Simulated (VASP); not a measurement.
# K3Li5Cl8 in VASP: further runs, part 2 of 3

VASP 6.6.1. The steps go on from the part before.

## Step 3: Single point, PBE

File INCAR:

```
  ALGO = Normal
  EDIFF = 1E-7
  ENCUT = 520
  GGA = PE
  ISIF = 2
  ISMEAR = -1
  ISYM = 0
  LASPH = True
  LCHARG = True
  LELF = True
  LREAL = Auto
  LVHAR = True
  LWAVE = False
  NBANDS = 63
  NELM = 60
  PREC = Accurate
  SIGMA = 0.1379
```

File KPOINTS:

```
k-points
0
Gamma
  1 1 1
```

File POSCAR:

```
K3Li5Cl8
1.0
    7.2786070000      0.1333350000      0.0943410000
    0.1333350000      7.6899040000     -0.1216970000
    0.0943410000     -0.1216970000      7.1404950000
Li Cl K
5 8 3
Direct
    0.1865929147      0.0925556653      0.7994572344
    0.9055721959      0.4787792401      0.3457017211
    0.9666799622      0.1031767894      0.3098587355
    0.4274292430      0.7352408108      0.7405813601
    0.5927658044      0.1812180088      0.7622662812
    0.3584081558      0.3579152744      0.8366060940
    0.8579572317      0.2200267641      0.0316640589
    0.7271934577      0.3958114984      0.5475464816
    0.2381226729      0.6733451219      0.4748961172
    0.2660302268      0.1529881286      0.2916108251
    0.4213627796     -0.0136905342      0.9236424249
    0.8355053306      0.7443180442      0.1399328568
    0.8465998018      1.0181145979      0.6445919254
    0.1754908307      0.4986346655      0.1415053666
    0.5468744155      0.9278773169      0.3605593459
    0.9364002066      0.5912888251      0.7718532321
```

Potentials or basis: VASP PAW PBE potentials, release 64 (Li_sv, Cl, K_sv).

Launch:

```console
> cat potpaw_PBE.64/Li_sv/POTCAR potpaw_PBE.64/Cl/POTCAR potpaw_PBE.64/K_sv/POTCAR > POTCAR
> mpirun -np 1 vasp_gam > vasp.out
```

OUTCAR:

```text
EDIFF = 1E-7
   ENCUT = 520
   GGA = PE
   ISIF = 2
   ISMEAR = -1
   ISYM = 0
   LASPH = True
   LREAL = Auto
   NELM = 60
   PREC = Accurate

 ion  position               nearest neighbor table
   1  0.187  0.093  0.799-  11 2.10   6 2.44
   2  0.906  0.479  0.346-   8 2.05  14 2.43  12 2.60  16 3.15
   3  0.967  0.103  0.310-  10 2.23   7 2.35  13 2.63
   4  0.427  0.735  0.741-  11 2.30   9 2.42
   5  0.593  0.181  0.762-   6 2.19  11 2.30  13 2.32   8 2.50
   6  0.358  0.358  0.837-   5 2.19   1 2.44  14 2.70
   7  0.858  0.220  0.032-   3 2.35
   8  0.727  0.396  0.548-   2 2.05   5 2.50  16 2.70
   9  0.238  0.673  0.475-   4 2.42  14 2.75  16 3.11  15 3.14
  10  0.266  0.153  0.292-   3 2.23  15 2.70  14 2.96
  11  0.421  0.986  0.924-   1 2.10   4 2.30   5 2.30
  12  0.836  0.744  0.140-   2 2.60  15 2.89  16 2.91  14 3.06
  13  0.847  0.018  0.645-   5 2.32   3 2.63  15 3.10
  14  0.175  0.499  0.142-   2 2.43   6 2.70   9 2.75  10 2.96  12 3.06  16 3.28
  15  0.547  0.928  0.361-  10 2.70  12 2.89  13 3.10   9 3.14
  16  0.936  0.591  0.772-   8 2.70  12 2.91   9 3.11   2 3.15  14 3.28
[... 155 lines left out ...]
 Fermi energy:         1.4503333564

 k-point     1 :       0.0000    0.0000    0.0000
  band No.  band energies     occupation
      1     -46.1262      2.00000
      2     -45.8403      2.00000
      3     -45.1601      2.00000
      4     -44.6229      2.00000
      5     -44.2359      2.00000
      6     -29.1896      2.00000
[... 53 lines left out ...]
     60       6.9748      0.00000
     61       7.1859      0.00000
 [bands above 61 left out]

------------------------ aborting loop because EDIFF is reached ----------------------------------------

  FORCE on cell =-STRESS in cart. coord.  units (eV):
  Direction    XX          YY          ZZ          XY          YZ          ZX
  --------------------------------------------------------------------------------------
  -------------------------------------------------------------------------------------
  Total        6.9511534      7.9282850     10.2570768     -3.3257059      0.3176474     -2.9373081
  in kB       27.8870679     31.8071849     41.1499763    -13.3422728      1.2743575    -11.7840747
  external PRESSURE =      33.6147431 kB  Pullay stress =       0.0000000 kB

 VOLUME and BASIS-vectors are now :
 -----------------------------------------------------------------------------
  energy-cutoff  :      520.00
  volume of cell :      399.36
      direct lattice vectors                 reciprocal lattice vectors
     7.278607000  0.133335000  0.094341000     0.137457197 -0.002412758 -0.001857221
     0.133335000  7.689904000 -0.121697000    -0.002412758  0.130118070  0.002249508
     0.094341000 -0.121697000  7.140495000    -0.001857221  0.002249508  0.140109190

 POSITION                                       TOTAL-FORCE (eV/Angst)
 -----------------------------------------------------------------------------------
      1.44590      0.63933      5.71486        -1.181703      0.709977     -0.156472
      6.68776      3.76044      2.49565        -0.438910      0.548339     -0.768414
      7.07907      0.88460      2.29119        -0.112537     -0.423645      0.069554
      3.27899      5.62080      5.23897        -0.185641     -0.498475     -0.011284
      4.41058      1.37982      5.47683         0.788988      0.142833      0.264086
      2.73536      2.69831      5.96404        -0.496925      1.210334     -0.847855
[... 8 lines left out ...]
      4.13822      7.16433      2.51325         0.403515     -0.295662     -0.163466
      6.96735      4.57788      5.52780         0.408476      0.463373      0.346769
 -----------------------------------------------------------------------------------
    total drift:                                0.003778      0.006508     -0.004101

  FREE ENERGIE OF THE ION-ELECTRON SYSTEM (eV)
  ---------------------------------------------------
  free  energy   TOTEN  =       -51.3856943734 eV

  energy  without entropy=      -51.3856898454  energy(sigma->0) =      -51.38569211
```

OSZICAR:

```text
N       E                     dE             d eps       ncg     rms          rms(c)
DAV:   1     0.106082160677E+04    0.10608E+04   -0.48492E+04   134   0.153E+03
DAV:   2     0.737067825924E+02   -0.98711E+03   -0.94102E+03   166   0.397E+02
DAV:   3    -0.441951883127E+02   -0.11790E+03   -0.11727E+03   164   0.124E+02
DAV:   4    -0.525126803353E+02   -0.83175E+01   -0.82576E+01   228   0.337E+01
DAV:   5    -0.540233699853E+02   -0.15107E+01   -0.15098E+01   188   0.831E+00    0.105E+01
DAV:   6    -0.515614559890E+02    0.24619E+01   -0.48611E+00   148   0.683E+00    0.781E+00
DAV:   7    -0.512823182260E+02    0.27914E+00   -0.19697E+00   164   0.422E+00    0.460E+00
DAV:   8    -0.513711317080E+02   -0.88813E-01   -0.44433E-01   180   0.233E+00    0.884E-01
DAV:   9    -0.513766919002E+02   -0.55602E-02   -0.56095E-02   172   0.774E-01    0.447E-01
DAV:  10    -0.513836749537E+02   -0.69831E-02   -0.10962E-02   148   0.386E-01    0.179E-01
DAV:  11    -0.513854352775E+02   -0.17603E-02   -0.27179E-03   180   0.213E-01    0.105E-01
DAV:  12    -0.513855930614E+02   -0.15778E-03   -0.83178E-04   188   0.105E-01    0.426E-02
DAV:  13    -0.513856766531E+02   -0.83592E-04   -0.15702E-04   148   0.499E-02    0.161E-02
DAV:  14    -0.513856901238E+02   -0.13471E-04   -0.32490E-05   188   0.196E-02    0.855E-03
DAV:  15    -0.513856934493E+02   -0.33255E-05   -0.73125E-06   148   0.121E-02    0.292E-03
DAV:  16    -0.513856941501E+02   -0.70081E-06   -0.12343E-06   172   0.434E-03    0.202E-03
DAV:  17    -0.513856943664E+02   -0.21630E-06   -0.21150E-07   116   0.209E-03    0.953E-04
DAV:  18    -0.513856943734E+02   -0.70404E-08   -0.53626E-08    92   0.111E-03
   1 F= -.51385694E+02 E0= -.51385692E+02  d E =-.452801E-05
```

stdout:

```text
POSCAR found type information on POSCAR LiClK
 POSCAR found :  3 types and      16 ions
 scaLAPACK will be used
 LDA part: xc-table for (Slater+PW92), standard interpolation
 POSCAR, INCAR and KPOINTS ok, starting setup
 FFT: planning ... GRIDC
 FFT: planning ... GRID_SOFT
 FFT: planning ... GRID
 WAVECAR not read
 entering main loop
```

Wall time 49 s (1 thread of AMD EPYC 7R43 (Zen 3), shared host); peak memory 0.35 GiB.

Results:

```
Free energy            : -51.3857 eV
Largest force          : 2.339 eV/Å
Band gap on the k mesh : 4.11 eV
```

Forces on the atoms (eV/Å):
```
Li  -1.182  0.710 -0.156
Li  -0.439  0.548 -0.768
Li  -0.113 -0.424  0.070
Li  -0.186 -0.498 -0.011
Li   0.789  0.143  0.264
Cl  -0.497  1.210 -0.848
Cl   0.375  0.669  0.658
Cl  -0.960  0.065 -0.279
Cl   0.218  0.463  0.938
Cl  -0.949  0.828  0.743
Cl   0.664 -2.208 -0.398
Cl   0.325 -0.502  0.432
Cl   0.577 -1.047 -0.604
K    0.566 -0.127 -0.223
K    0.404 -0.296 -0.163
K    0.408  0.463  0.347
```

Caveat: the k points lie up to 0.88 Å⁻¹ apart; the cutoff is under 1.25 times the usual one of these potentials, so pressure, stress and relaxed cells hold a basis-set (Pulay) error.

## Step 4: Single point, PBE

File INCAR:

```
SYSTEM = K3Li5Cl8
PREC = Accurate
ENCUT = 520
EDIFF = 1E-6
ISMEAR = -1
SIGMA = 0.1379
LREAL = Auto
LASPH = .True.
NELM = 80
ALGO = Normal
ISIF = 2
LWAVE = .False.
LCHARG = .True.
GGA = PE
LELF = .True.
LVHAR = .True.
NBANDS = 63
ISYM = 0
```

File KPOINTS:

```
regular mesh
0
Gamma
  1 1 1
  0 0 0
```

File POSCAR:

```
K3Li5Cl8
1.0
    7.2786070000      0.1333350000      0.0943410000
    0.1333350000      7.6899040000     -0.1216970000
    0.0943410000     -0.1216970000      7.1404950000
Li Cl K
5 8 3
Direct
    0.1142301076      0.1774049919      1.0945892508
    0.6105007320      0.4515878893      0.0305236040
    0.9208726740      0.2241991902      0.3856447375
    0.4969145355      0.5895072791      0.6720665519
    0.7177320675      0.1948360446      0.7295437363
    0.3783431609      0.3562790955      0.8205907048
    0.8168646724      0.2228126626      0.0506391787
    0.7338148368      0.4539002557      0.4895157092
    0.2667176032      0.6228310184      0.5063356617
    0.2834733960      0.1723230062      0.3353352995
    0.4960557865     -0.1068931631      0.8660972417
    0.8377050798      0.7491321949      0.1896354813
    0.9026230766      1.0138519240      0.5796462814
    0.1911127417      0.5614225089      0.1664725860
    0.5270786749      0.9213767013      0.3816972985
    0.9807319275      0.7057244212      0.8095839734
```

Launch:

```console
> cat potpaw_PBE.64/Li_sv/POTCAR potpaw_PBE.64/Cl/POTCAR potpaw_PBE.64/K_sv/POTCAR > POTCAR
> mpirun -np 1 vasp_gam > vasp.out
```

Wall time 47 s (1 thread of AMD EPYC 7R43 (Zen 3), shared host); peak memory 0.35 GiB.

Results (log left out):

```yaml
Free_energy: -51.7776 eV
Largest_force: 1.891 eV/Å
Band_gap_on_the_k_mesh: 3.64 eV
```

Forces on the atoms (eV/Å):
```
Li   0.619 -0.566 -0.931
Li   0.110  0.071  0.375
Li   0.101  0.166  0.183
Li   0.254  0.211  0.276
Li  -0.604  0.105  0.277
Cl   0.348  0.081  1.015
Cl   0.192  0.270  0.012
Cl   0.120 -0.325  0.670
Cl  -0.243  0.920  0.687
Cl  -1.338  1.254 -0.462
Cl  -0.106 -0.766 -0.150
Cl   0.116 -0.412 -0.536
Cl   0.115 -0.264  0.054
K   -0.287 -0.146 -1.021
K    0.682 -0.796  0.325
K   -0.080  0.197 -0.773
```

Levels at points of the mesh, in eV from the valence-band top:
```tsv
k point	band 46	band 47	band 48	band 49	band 50	band 51	band 52	band 53
(0.00, 0.00, 0.00)	-0.45	-0.42	-0.37	0.00	3.64	5.13	5.45	5.76
```

Caveat: the k points lie up to 0.88 Å⁻¹ apart; the cutoff is under 1.25 times the usual one of these potentials, so pressure, stress and relaxed cells hold a basis-set (Pulay) error.

[end of part 2 of 3]
